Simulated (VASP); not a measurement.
# C6N in VASP: further runs

C6N is run at these levels: PBE+D3(BJ); tasks: single point.

All numbers are computed with VASP 6.6.1; they aren't measurements. Logs are shortened: lines on timing, memory, paths and dates and some standing lists are left out, and cuts for length are marked.

## Step 1: The cell of the first run

The cell holds a slab with vacuum, 14 atoms: a = 4.929 Å, b = 3.612 Å, c = 23.498 Å, α = 90.00°, β = 90.00°, γ = 80.17°.

## Step 2: Single point, PBE+D3(BJ)

INCAR reads:

```
SYSTEM = C6N
ALGO = Normal
DIPOL = 0.5 0.5 0.307
EDIFF = 1E-6
ENCUT = 520
GGA = PE
IDIPOL = 3
ISIF = 2
ISMEAR = 0
IVDW = 12
LASPH = .TRUE.
LCHARG = .FALSE.
LDIPOL = .TRUE.
LREAL = .FALSE.
LWAVE = .FALSE.
NBANDS = 42
NELM = 60
PREC = Accurate
SIGMA = 0.05
```

KPOINTS reads:

```
k-points
0
G
  6 8 1
  0 0 0
```

POSCAR reads:

```
C6N
1.0
    4.9292228550      0.0000000000      0.0000000000
    0.6166369006      3.5586578719      0.0000000000
    0.0000000000      0.0000000000     23.4976437319
C N
12 2
Direct
    0.3564276906      0.1499632937      0.1702298343
    0.8564276906      0.1499632937      0.1702298343
    0.0989390322      0.2099625304      0.1991270674
    0.5989390322      0.2099625304      0.1991270674
    0.0841110521      0.3299262058      0.2569047739
    0.5841110521      0.3299262058      0.2569047739
    0.3266667370      0.3895095889      0.2850339125
    0.8266667370      0.3895095889      0.2850339125
    0.3105178150      0.5194460093      0.3452144215
    0.8105178150      0.5194460093      0.3452144215
    0.0532190619      0.5779315754      0.3701496129
    0.5532190619      0.5779315754      0.3701496129
    0.0532190619      1.3279315754      0.5020777345
    0.0532190619      1.3279315754      0.5488909390
```

Potentials or basis: VASP PAW PBE potentials, release 64 (C, N).

The run is started by

```console
$ cat potpaw_PBE.64/C/POTCAR potpaw_PBE.64/N/POTCAR > POTCAR
$ mpirun -np 1 vasp_std > vasp.out
```

OUTCAR:

```text
SYSTEM = C6N
   EDIFF = 1E-6
   ENCUT = 520
   GGA = PE
   ISIF = 2
   ISMEAR = 0
   IVDW = 12
   LASPH = .TRUE.
   LREAL = .FALSE.
   NELM = 60
   PREC = Accurate
 IVDW          = 12

 ion  position               nearest neighbor table
   1  0.356  0.150  0.170-   3 1.42   4 1.42
   2  0.856  0.150  0.170-   4 1.42   3 1.42
   3  0.099  0.210  0.199-   1 1.42   2 1.42   5 1.42
   4  0.599  0.210  0.199-   2 1.42   1 1.42   6 1.42
   5  0.084  0.330  0.257-   8 1.41   7 1.41   3 1.42
   6  0.584  0.330  0.257-   7 1.41   8 1.41   4 1.42
   7  0.327  0.390  0.285-   6 1.41   5 1.41   9 1.49
   8  0.827  0.390  0.285-   5 1.41   6 1.41  10 1.49
   9  0.311  0.519  0.345-  11 1.38  12 1.38   7 1.49
  10  0.811  0.519  0.345-  12 1.38  11 1.38   8 1.49
  11  0.053  0.578  0.370-   9 1.38  10 1.38
  12  0.553  0.578  0.370-  10 1.38   9 1.38
  13  0.053  0.328  0.502-  14 1.10
  14  0.053  0.328  0.549-  13 1.10

  LATTYP: Found a simple monoclinic cell.
 ALAT       =     3.6116875441
 B/A-ratio  =     6.5060012653
 C/A-ratio  =     1.3647977005
 COS(beta)  =    -0.1707337340

  Lattice vectors:

 A1 = (   0.6166369006,   3.5586578719,   0.0000000000)
 A2 = (   0.0000000000,   0.0000000000, -23.4976437319)
 A3 = (  -4.9292228550,   0.0000000000,   0.0000000000)

Analysis of symmetry for initial positions (statically):
=====================================================================
 Subroutine PRICEL returns:
 Original cell was already a primitive cell.

 Routine SETGRP: Setting up the symmetry group for a
 simple monoclinic supercell.

 Subroutine GETGRP returns: Found  1 space group operations
 (whereof  1 operations were pure point group operations)
 out of a pool of  4 trial point group operations.

The static configuration has the point symmetry C_1 .

Analysis of symmetry for dynamics (positions and initial velocities):
=====================================================================
 Subroutine PRICEL returns:
 Original cell was already a primitive cell.

 Routine SETGRP: Setting up the symmetry group for a
 simple monoclinic supercell.

 Subroutine GETGRP returns: Found  1 space group operations
 (whereof  1 operations were pure point group operations)
 out of a pool of  4 trial point group operations.

The dynamic configuration has the point symmetry C_1 .

 Subroutine INISYM returns: Found  1 space group operations
 (whereof  1 operations are pure point group operations),
 and found     1 'primitive' translations

----------------------------------------------------------------------------------------

                                     Primitive cell

  volume of cell :     412.1820

  direct lattice vectors                    reciprocal lattice vectors
     4.929222855  0.000000000  0.000000000     0.202871736 -0.035153196  0.000000000
     0.616636901  3.558657872  0.000000000     0.000000000  0.281004816  0.000000000
     0.000000000  0.000000000 23.497643732     0.000000000  0.000000000  0.042557459

  length of vectors
     4.929222855  3.611687544 23.497643732     0.205894849  0.281004816  0.042557459

  position of ions in fractional coordinates (direct lattice)
     0.356427691  0.149963294  0.170229834
     0.856427691  0.149963294  0.170229834
     0.098939032  0.209962530  0.199127067
     0.598939032  0.209962530  0.199127067
     0.084111052  0.329926206  0.256904774
     0.584111052  0.329926206  0.256904774
     0.326666737  0.389509589  0.285033912
     0.826666737  0.389509589  0.285033912
     0.310517815  0.519446009  0.345214422
     0.810517815  0.519446009  0.345214422
     0.053219062  0.577931575  0.370149613
     0.553219062  0.577931575  0.370149613
     0.053219062  0.327931575  0.502077734
     0.053219062  0.327931575  0.548890939
[... 29 lines left out ...]
     0.033811956 -0.005858866  0.000000000     0.166666667  0.000000000  0.000000000
     0.000000000  0.035125602  0.000000000     0.000000000  0.125000000  0.000000000
     0.000000000  0.000000000  0.042557459     0.000000000  0.000000000  1.000000000

  Length of vectors
     0.034315808  0.035125602  0.042557459

  Shift w.r.t. Gamma in fractional coordinates (k-lattice)
     0.000000000  0.000000000  0.000000000

 Subroutine IBZKPT returns following result:
 ===========================================

 Found     26 irreducible k-points:

 Following reciprocal coordinates:
            Coordinates               Weight
  0.000000  0.000000  0.000000      1.000000
  0.166667 -0.000000  0.000000      2.000000
  0.333333  0.000000  0.000000      2.000000
  0.500000  0.000000  0.000000      1.000000
  0.000000  0.125000  0.000000      2.000000
  0.166667  0.125000  0.000000      2.000000
[... 16 lines left out ...]
  0.000000  0.500000  0.000000      1.000000
  0.166667  0.500000  0.000000      2.000000
 [... further k-points ...]
   k-points           NKPTS =     26   k-points in BZ     NKDIM =     26   number of bands    NBANDS=     42
   number of dos      NEDOS =    301   number of ions     NIONS =     14
   total plane-waves  NPLWV = 201600
   dimension x,y,z NGX =    40 NGY =   28 NGZ =  180
   dimension x,y,z NGXF=    80 NGYF=   56 NGZF=  360
   ions per type =              12   2
   NGX,Y,Z   is equivalent  to a cutoff of  13.49, 12.89, 12.74 a.u.
   NGXF,Y,Z  is equivalent  to a cutoff of  26.98, 25.78, 25.47 a.u.
 SYSTEM =  C6N
   PREC   = accura    normal or accurate (medium, high low for compatibility)
   ISTART =      0    job   : 0-new  1-cont  2-samecut
   ICHARG =      2    charge: 1-file 2-atom 10-const
   ISPIN  =      1    spin polarized calculation?
   LNONCOLLINEAR =      F non collinear calculations
   LSORBIT =      F    spin-orbit coupling
   LASPH  =      T    aspherical Exc in radial PAW
   ENCUT  =  520.0 eV  38.22 Ry    6.18 a.u.   9.17  6.72 43.69*2*pi/ulx,y,z
   NELM   =     60;   NELMIN=  2; NELMDL= -5     # of ELM steps
   EDIFF  = 0.1E-05   stopping-criterion for ELM
   LREAL  =      F    real-space projection
   EDIFFG = 0.1E-04   stopping-criterion for IOM
   NSW    =      0    number of steps for IOM
   IBRION =     -1    ionic relax: 0-MD 1-quasi-New 2-CG
   NFREE  =      0    steps in history (QN), initial steepest desc. (CG)
   ISIF   =      2    stress and relaxation
   ISYM   =      2    0-nonsym 1-usesym 2-fastsym
   POTIM  = 0.5000    time-step for ionic-motion
   TEBEG  =    0.0;   TEEND  =   0.0 temperature during run
   PSTRESS=    0.0 pullay stress
   NELECT =      58.0000    total number of electrons
   NUPDOWN=      -1.0000    fix difference up-down
   EMIN   =  10.00;   EMAX   =-10.00  energy-range for DOS
   EFERMI =   0.00;   METHOD = LEGACY
   ISMEAR =     0;   SIGMA  =   0.05  broadening in eV -4-tet -1-fermi 0-gaus
   EFERMI_NEDOS =   21; number of points for ismear=-14 and -15
   IALGO  =     38    algorithm
   IMIX   =      4    mixing-type and parameters
     AMIX     =   0.40;   BMIX     =  1.00
     AMIX_MAG =   1.60;   BMIX_MAG =  1.00
  volume/ion in A,a.u.               =      29.44       198.68
  Fermi-wavevector in a.u.,A,eV,Ry     =   0.851506  1.609113  9.865079  0.725063
  Thomas-Fermi vector in A             =   1.967650
   LORBIT       =      0    0 simple, 1 ext, 2 COOP (PROOUT), +10 PAW based schemes
   GGA     = PE    functional components
   LHFCALC =     F    Hartree Fock is set to
   AEXX    =    0.0000 exact exchange contribution
   IVDW    =    12    specifies the selected vdW correction
   LEPSILON=     F    determine dielectric tensor
   LRPA    =     F    only Hartree local field effects (RPA)
 non-spin polarized calculation
 Gauss-broadening in eV      SIGMA  =   0.05
  energy-cutoff  :      520.00
  volume of cell :      412.18
 maximum number of plane-waves:     11143
 NGX is ok and might be reduce to    40
   NGX = 19   NGY = 13   NGZ = 87

 dipolmoment           0.000000      0.000000      0.009984 electrons x Angstroem

 number of electron      58.0000004 magnetization

 dipolmoment           0.000000      0.000000     -0.061670 electrons x Angstroem

 Free energy of the ion-electron system (eV)
  ---------------------------------------------------
  ext. energy  EPLUGINS =         0.00000000
  ---------------------------------------------------
  free energy    TOTEN  =      -114.35715547 eV

  energy without entropy =     -114.34063255  energy(sigma->0) =     -114.34889401

 E-fermi :  -3.3262     XC(G=0):  -4.1443

 val. band max:       -3.3319550825   @ k =   0.3333   0.0000   0.0000
 cond. band min:      -3.3168064255   @ k =  -0.3333   0.3750   0.0000
 fundamental gap:      0.0151486569
 Fermi energy:        -3.3261643199

 k-point     1 :       0.0000    0.0000    0.0000
  band No.  band energies     occupation
      1     -25.8110      2.00000
      2     -22.1241      2.00000
      3     -20.3829      2.00000
      4     -17.9921      2.00000
      5     -17.8993      2.00000
      6     -17.8452      2.00000
[... 1045 lines left out ...]
     40       5.1922      0.00000
     41       5.2319      0.00000

 [... further k-points ...]

 [bands above 41 left out]

------------------------ aborting loop because EDIFF is reached ----------------------------------------

 vacuum level on the upper side and lower side of the slab       (xc-potential included)        -0.322         0.253

 Edisp (eV)   -1.47893

 E8    (eV) :    -0.4330

  FORCE on cell =-STRESS in cart. coord.  units (eV):
  Direction    XX          YY          ZZ          XY          YZ          ZX
  --------------------------------------------------------------------------------------
  -------------------------------------------------------------------------------------
  Total      -0.36265    -0.17150     4.15837     0.07385     0.70908    -0.02894
  in kB      -1.40964    -0.66661    16.16385     0.28706     2.75624    -0.11249
  external pressure =        4.70 kB  Pullay stress =        0.00 kB

 VOLUME and BASIS-vectors are now :
 -----------------------------------------------------------------------------
  energy-cutoff  :      520.00
  volume of cell :      412.18
      direct lattice vectors                 reciprocal lattice vectors
     4.929222855  0.000000000  0.000000000     0.202871736 -0.035153196  0.000000000
     0.616636901  3.558657872  0.000000000     0.000000000  0.281004816  0.000000000
     0.000000000  0.000000000 23.497643732     0.000000000  0.000000000  0.042557459

 POSITION                                       TOTAL-FORCE (eV/Angst)
 -----------------------------------------------------------------------------------
      1.84938      0.53367      4.00000         0.022635      0.462899      1.670788
      4.31400      0.53367      4.00000         0.001523      0.462087      1.674792
      0.61716      0.74718      4.67902        -0.009111     -0.948689     -3.183276
      3.08177      0.74718      4.67902        -0.007983     -0.942129     -3.178957
      0.61805      1.17409      6.03666        -0.000251      0.464696      1.440516
      3.08266      1.17409      6.03666        -0.006897      0.471388      1.457922
      1.85040      1.38613      6.69763        -0.018635      0.000443      0.017294
      4.31501      1.38613      6.69763         0.016466      0.002436      0.025834
      1.85092      1.84853      8.11173         0.008599     -0.006834     -0.008415
      4.31553      1.84853      8.11173        -0.014905      0.003833      0.029678
      0.61870      2.05666      8.69764         0.022434      0.022281     -0.083025
      3.08331      2.05666      8.69764        -0.009380      0.027047      0.149904
      0.46454      1.16700     11.79764        -0.006892     -0.034117     -2.128272
      0.46454      1.16700     12.89764         0.002395      0.014657      2.115218
 -----------------------------------------------------------------------------------
    total drift:                                0.000136     -0.000213     -0.000822

  FREE ENERGIE OF THE ION-ELECTRON SYSTEM (eV)
  ---------------------------------------------------
  free  energy   TOTEN  =      -115.8360870369 eV

  energy  without entropy=     -115.8195641208  energy(sigma->0) =     -115.82782558

 vacuum level on the upper side and lower side of the slab         2.798         3.443
```

Wall time 8.4 min (1 thread of Intel Xeon Platinum 8488C (Sapphire Rapids), shared host); peak memory 0.66 GiB.

What came out:

| Item | Value |
| --- | --- |
| Free energy | -115.8361 eV |
| Largest force | 3.322 eV/Å |
| Band gap on the k mesh | zero (bands 29 and 30 overlap by 0.07 eV) |
| Dispersion energy per atom | -0.106 eV |

Forces on the atoms (eV/Å):
```
C    0.023  0.463  1.671
C    0.002  0.462  1.675
C   -0.009 -0.949 -3.183
C   -0.008 -0.942 -3.179
C    0.000  0.465  1.441
C   -0.007  0.471  1.458
C   -0.019  0.000  0.017
C    0.016  0.002  0.026
C    0.009 -0.007 -0.008
C   -0.015  0.004  0.030
C    0.022  0.022 -0.083
C   -0.009  0.027  0.150
N   -0.007 -0.034 -2.128
N    0.002  0.015  2.115
```

Caveat: the standard files for N, O and F lose accuracy on very short bonds.

[end of part 1 of 2]
